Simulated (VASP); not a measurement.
# LiF in VASP: further runs, part 2 of 2

VASP 6.6.1. Earlier steps stand in the parts before.

## 3. Single point, PBE (strained)

Contents of INCAR:

```
PREC     = Accurate       # precision mode
ENCUT    = 520            # plane-wave cutoff, eV
EDIFF    = 1E-6           # SCF threshold, eV
ISMEAR   = 0              # smearing method
SIGMA    = 0.02           # smearing width, eV
LREAL    = F              # projectors in reciprocal space
LASPH    = T              # aspherical terms in the spheres
NELM     = 100            # most SCF steps
ALGO     = Normal         # electronic algorithm
ISIF     = 2              # what is computed and relaxed
LWAVE    = F              # write WAVECAR
LCHARG   = T              # write CHGCAR
GGA      = PE             # functional
LELF     = T              # ELF
LVHAR    = T            
NBANDS   = 12             # bands
```

Contents of KPOINTS:

```
Automatic mesh
0
Gamma
  10 10 10
```

Contents of POSCAR:

```
LiF
1.0
    2.6807780782      0.0000000000      0.0000000000
    0.0000000000      2.6807780782      0.0000000000
    0.0000000000      0.0000000000      2.6807780782
Li F
1 1
Direct
    0.0000000000      0.0000000000      0.0000000000
    0.5000000000      0.5000000000      0.5000000000
```

Potentials or basis: VASP PAW PBE potentials, release 64 (Li_sv, F).

The run is started by

```bash
$ cat potpaw_PBE.64/Li_sv/POTCAR potpaw_PBE.64/F/POTCAR > POTCAR
$ mpirun -np 1 vasp_std > vasp.out
```

OUTCAR:

```text
PREC = Accurate
   ENCUT = 520
   EDIFF = 1E-6
   ISMEAR = 0
   LREAL = F
   LASPH = T
   NELM = 100
   ISIF = 2
   GGA = PE

 ion  position               nearest neighbor table
   1  0.000  0.000  0.000-
   2  0.500  0.500  0.500-

  LATTYP: Found a simple cubic cell.
 ALAT       =     2.6807780782

  Lattice vectors:

 A1 = (   2.6807780782,   0.0000000000,   0.0000000000)
 A2 = (   0.0000000000,   2.6807780782,   0.0000000000)
[... 544 lines left out ...]
     12      26.9624      0.00000

 [... further k-points ...]

------------------------ aborting loop because EDIFF is reached ----------------------------------------

  FORCE on cell =-STRESS in cart. coord.  units (eV):
  Direction    XX          YY          ZZ          XY          YZ          ZX
  --------------------------------------------------------------------------------------
  -------------------------------------------------------------------------------------
  Total       -0.8815366     -0.8815366     -0.8815366     -0.0000000     -0.0000000      0.0000000
  in kB      -73.3108615    -73.3108615    -73.3108615     -0.0000000     -0.0000000      0.0000000
  external PRESSURE =     -73.3108615 kB  Pullay stress =       0.0000000 kB

 VOLUME and BASIS-vectors are now :
 -----------------------------------------------------------------------------
  energy-cutoff  :      520.00
  volume of cell :       19.27
      direct lattice vectors                 reciprocal lattice vectors
     2.680778078  0.000000000  0.000000000     0.373026029  0.000000000  0.000000000
     0.000000000  2.680778078  0.000000000     0.000000000  0.373026029  0.000000000
     0.000000000  0.000000000  2.680778078     0.000000000  0.000000000  0.373026029

 POSITION                                       TOTAL-FORCE (eV/Angst)
 -----------------------------------------------------------------------------------
      0.00000      0.00000      0.00000         0.000000      0.000000      0.000000
      1.34039      1.34039      1.34039         0.000000      0.000000      0.000000
 -----------------------------------------------------------------------------------
    total drift:                                0.000000      0.000000      0.000000

  FREE ENERGIE OF THE ION-ELECTRON SYSTEM (eV)
  ---------------------------------------------------
  free  energy   TOTEN  =        -8.9873046859 eV

  energy  without entropy=       -8.9873046859  energy(sigma->0) =       -8.98730469
```

OSZICAR:

```text
N       E                     dE             d eps       ncg     rms          rms(c)
DAV:   1     0.331924685474E+02    0.33192E+02   -0.50882E+03  1384   0.831E+02
DAV:   2    -0.840424144955E+01   -0.41597E+02   -0.40819E+02  1668   0.182E+02
DAV:   3    -0.954686738301E+01   -0.11426E+01   -0.11405E+01  1704   0.267E+01
DAV:   4    -0.956085280058E+01   -0.13985E-01   -0.13984E-01  1504   0.310E+00
DAV:   5    -0.956109373415E+01   -0.24093E-03   -0.24093E-03  1720   0.309E-01    0.459E+00
DAV:   6    -0.899882828461E+01    0.56227E+00   -0.28551E+00  1388   0.984E+00    0.156E+00
DAV:   7    -0.899028668026E+01    0.85416E-02   -0.19732E-02  1612   0.123E+00    0.899E-01
DAV:   8    -0.898714791342E+01    0.31388E-02   -0.18832E-02  1740   0.144E+00    0.134E-01
DAV:   9    -0.898718852073E+01   -0.40607E-04   -0.75013E-04  1608   0.259E-01    0.557E-02
DAV:  10    -0.898730424252E+01   -0.11572E-03   -0.17512E-04  1424   0.106E-01    0.107E-02
DAV:  11    -0.898730468589E+01   -0.44337E-06   -0.24677E-06  1732   0.140E-02
   1 F= -.89873047E+01 E0= -.89873047E+01  d E =-.451383E-36
```

stdout:

```text
POSCAR found type information on POSCAR LiF
 POSCAR found :  2 types and       2 ions
 scaLAPACK will be used
 LDA part: xc-table for (Slater+PW92), standard interpolation
 POSCAR, INCAR and KPOINTS ok, starting setup
 FFT: planning ... GRIDC
 FFT: planning ... GRID_SOFT
 FFT: planning ... GRID
 WAVECAR not read
 entering main loop
```

Wall time 13 s (1 thread of Intel Xeon 8259CL, shared host); peak memory 0.12 GiB.

What came out:

```yaml
Free_energy: -8.9873 eV
Band_gap_on_the_k_mesh: 6.49 eV (least direct gap 7.03 eV)
```

Caveat: the cell differs from its parent crystal (strained); the cutoff is under 1.25 times the usual one of these potentials, so pressure, stress and relaxed cells hold a basis-set (Pulay) error. A k mesh can miss the band edges.

## 4. Single point, PBE (strained)

Contents of INCAR:

```
SYSTEM = LiF
PREC = Accurate
ENCUT = 520
EDIFF = 1E-7
ISMEAR = 0
SIGMA = 0.02
LREAL = .FALSE.
LASPH = .TRUE.
NELM = 80
ALGO = Normal
ISIF = 2
LWAVE = .FALSE.
LCHARG = .FALSE.
GGA = PE
NBANDS = 12
```

Contents of KPOINTS:

```
Automatic mesh
0
G
  10 10 10
  0 0 0
```

Contents of POSCAR:

```
LiF
1.0
    2.7102894937      0.0000000000      0.0000000000
    0.0000000000      2.4799315237      0.0000000000
    0.0000000000      0.0000000000      2.4799315237
Li F
1 1
Direct
    0.0000000000      0.0000000000      0.0000000000
    0.5000000000      0.5000000000      0.5000000000
```

The run is started by

```bash
$ cat potpaw_PBE.64/Li_sv/POTCAR potpaw_PBE.64/F/POTCAR > POTCAR
$ mpirun -np 1 vasp_std > vasp.out
```

Run time: 24 s. Hardware: 1 thread of Intel Xeon 8259CL, shared host; peak memory 0.13 GiB.

It converged, with:

| Quantity | Value |
| --- | --- |
| Free energy | -8.9712 eV |
| Band gap on the k mesh | 7.21 eV (least direct gap 7.79 eV) |

Levels at points of the mesh, in eV from the valence-band top:
| k point | band 3 | band 4 | band 5 | band 6 | band 7 | band 8 |
| --- | --- | --- | --- | --- | --- | --- |
| (0.00, 0.00, 0.00) | -1.52 | -0.58 | -0.58 | 7.21 | 17.71 | 19.15 |
| (0.50, 0.00, 0.00) | -3.95 | -0.32 | -0.32 | 9.30 | 12.94 | 20.57 |
| (0.00, 0.50, 0.00) | -3.94 | -0.96 | -0.17 | 8.55 | 14.17 | 18.29 |
| (0.50, 0.50, 0.00) | -3.71 | -3.43 | 0.00 | 12.66 | 12.89 | 14.15 |
| (0.00, 0.50, 0.50) | -3.36 | -3.36 | -0.58 | 13.31 | 13.31 | 13.64 |
| (0.50, 0.50, 0.50) | -2.59 | -2.59 | -2.28 | 10.65 | 10.65 | 11.40 |

Caveat: the cell differs from its parent crystal (strained); the cutoff is under 1.25 times the usual one of these potentials, so pressure, stress and relaxed cells hold a basis-set (Pulay) error.

## 5. Single point, PBE (atoms moved at random and the cell strained at random)

Contents of INCAR:

```
SYSTEM = LiF
ALGO = Normal ; EDIFF = 1E-7
ENCUT = 520 ; GGA = PE
ISIF = 2 ; ISMEAR = 0
LASPH = .TRUE. ; LCHARG = .FALSE.
LREAL = .FALSE. ; LWAVE = .FALSE.
NBANDS = 12 ; NELM = 100
PREC = Accurate ; SIGMA = 0.02
```

Contents of KPOINTS:

```
k-points
0
G
  10 10 10
  0 0 0
```

Contents of POSCAR:

```
LiF
1.0
    2.6155867727     -0.0021500077     -0.0128744510
   -0.0021500077      2.5734568595     -0.0138470735
   -0.0128744510     -0.0138470735      2.5809306959
Li F
1 1
Direct
   -0.0089938282      0.0062902100      0.0041101248
    0.5089938282      0.4937097900      0.4958898752
```

The run is started by

```bash
$ cat potpaw_PBE.64/Li_sv/POTCAR potpaw_PBE.64/F/POTCAR > POTCAR
$ mpirun -np 1 vasp_std > vasp.out
```

It took 95 s on 1 thread of Intel Xeon 8259CL, shared host; peak memory 0.2 GiB.

The run converged. Its results:

* Free energy: -9.0437 eV
* Largest force: 0.034 eV/Å
* Band gap on the k mesh: 7.19 eV (least direct gap 7.78 eV)

Forces on the atoms (eV/Å):
```
Li  -0.028  0.015  0.011
F    0.028 -0.015 -0.011
```

Levels at points of the mesh, in eV from the valence-band top:
```tsv
k point	band 3	band 4	band 5	band 6	band 7	band 8
(0.00, 0.00, 0.00)	-0.78	-0.65	-0.60	7.19	18.34	18.74
(0.50, 0.00, 0.00)	-3.55	-0.30	-0.26	8.97	13.45	19.93
(0.00, 0.50, 0.00)	-3.55	-0.38	-0.26	8.86	13.65	19.65
(0.50, 0.50, 0.00)	-3.15	-3.10	-0.02	12.75	13.29	13.71
(0.00, 0.00, 0.50)	-3.55	-0.38	-0.24	8.88	13.61	19.62
(0.50, 0.00, 0.50)	-3.16	-3.11	0.00	12.77	13.31	13.66
(0.00, 0.50, 0.50)	-3.12	-3.08	-0.10	12.98	13.26	13.63
(0.50, 0.50, 0.50)	-2.21	-2.19	-2.14	10.86	11.01	11.13
```

Caveat: the cell differs from its parent crystal (atoms moved at random and the cell strained at random); the cutoff is under 1.25 times the usual one of these potentials, so pressure, stress and relaxed cells hold a basis-set (Pulay) error. A k mesh can miss the band edges.

## 6. Overview

| cell | gap on the mesh (eV) |
| --- | --- |
| a = 2.624 Å, 2 atoms, atomic positions A | 6.93 |
| a = 2.681 Å, 2 atoms, atomic positions A | 6.49 |
| a = 2.710, b = 2.480, c = 2.480 Å, 2 atoms, atomic positions A | 7.21 |
| a = 2.616, b = 2.573, c = 2.581 Å, angles 90.6, 90.6, 90.1°, 2 atoms, atomic positions B | 7.19 |

Alike in all rows: task single point; level PBE; potentials or basis VASP PAW PBE potentials, release 64 (Li_sv, F); no spin polarisation; k mesh 10 × 10 × 10; cutoff (eV) 520; smearing gaussian 0.02 eV.

Caveats: the cutoff is under 1.25 times the usual one of these potentials, so pressure, stress and relaxed cells hold a basis-set (Pulay) error.

Absolute energies hang on the potentials; compare differences alone.
